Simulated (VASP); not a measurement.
A run of VASP 6.6.1 is set up as follows.

The input INCAR:

```
SYSTEM = TaN
PREC     = Accurate       ! precision mode
ENCUT    = 520            ! plane-wave cutoff, eV
EDIFF    = 1E-7           ! SCF threshold, eV
ISMEAR   = 0              ! smearing method
SIGMA    = 0.15           ! smearing width, eV
LREAL    = .FALSE.        ! projectors in reciprocal space
LASPH    = .TRUE.         ! aspherical terms in the spheres
NELM     = 60             ! most SCF steps
ALGO     = Normal         ! electronic algorithm
ISIF     = 2              ! what is computed and relaxed
LWAVE    = .FALSE.        ! write WAVECAR
LCHARG   = .FALSE.        ! write CHGCAR
GGA      = PE             ! functional
NBANDS   = 15             ! bands
```

The input KPOINTS:

```
regular mesh
0
G
  18 18 18
  0 0 0
```

Contents of POSCAR:

```
TaN
1.0
    0.0000000000      2.1790000000      2.1790000000
    2.1790000000      0.0000000000      2.1790000000
    2.1790000000      2.1790000000      0.0000000000
Ta N
1 1
Direct
    0.5000000000      0.5000000000      0.5000000000
   -0.0086048646     -0.0086048646      0.0086048646
```

Potentials or basis: VASP PAW PBE potentials, release 64 (Ta_pv, N).

Launch:

```console
$ cat potpaw_PBE.64/Ta_pv/POTCAR potpaw_PBE.64/N/POTCAR > POTCAR
$ mpirun -np 1 vasp_std > vasp.out
```

What does it give for the largest force?

0.342 eV/Å.

Predict the band gap on the k mesh.

zero (band 8 reaches 11.84 eV, above the bottom of band 9 at 7.73 eV).

Forces in eV/Å, atoms in the order of the input:
```
Ta   0.000  0.000 -0.342
N    0.000  0.000  0.342
```

Caveat: the cell differs from its parent crystal (all N atoms moved +0.037 Å, as atom 2 towards its neighbour atom 1 (Ta) at 2.179 Å); spin-orbit coupling is left out, which moves the levels of the heavy elements.
